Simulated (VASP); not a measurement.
Runs of VASP 6.6.1 on CaCu3C2. The structure is that of space group I4/mmm (No. 139), or close to it. The cells are those of the table. The cell was generated, and may not be a known phase.

| task | cell | k mesh | cutoff (eV) | gap on the mesh (eV) | pressure (GPa) |
| --- | --- | --- | --- | --- | --- |
| single point | a = 5.170 Å, angles 118.1, 118.1, 93.3°, 6 atoms | 10 × 10 × 10 | 520 | none | (a) |
| single point | a = 4.961 Å, angles 112.5, 112.5, 103.5°, 6 atoms | 4 × 4 × 4 | 520 | none | 36.2 |
| relaxation of cell and atoms | relaxed from a = 4.961 Å, angles 112.5, 112.5, 103.5°, 6 atoms | 4 × 4 × 4 | 600 | none | -0.2 |
| single point | a = 5.169 Å, angles 118.0, 118.0, 93.5°, 6 atoms | 4 × 4 × 4 | 520 | none | 0.3 |

Alike in all rows: level PBE; potentials or basis VASP PAW PBE potentials, release 64 (Ca_sv, Cu, C); no spin polarisation; smearing gaussian 0.1 eV.

Task: Estimate the missing entries.

Result: (a) 0.1.

Caveats: some runs use coarse meshes.

A gap of «none» marks levels without a gap at the run's occupations.
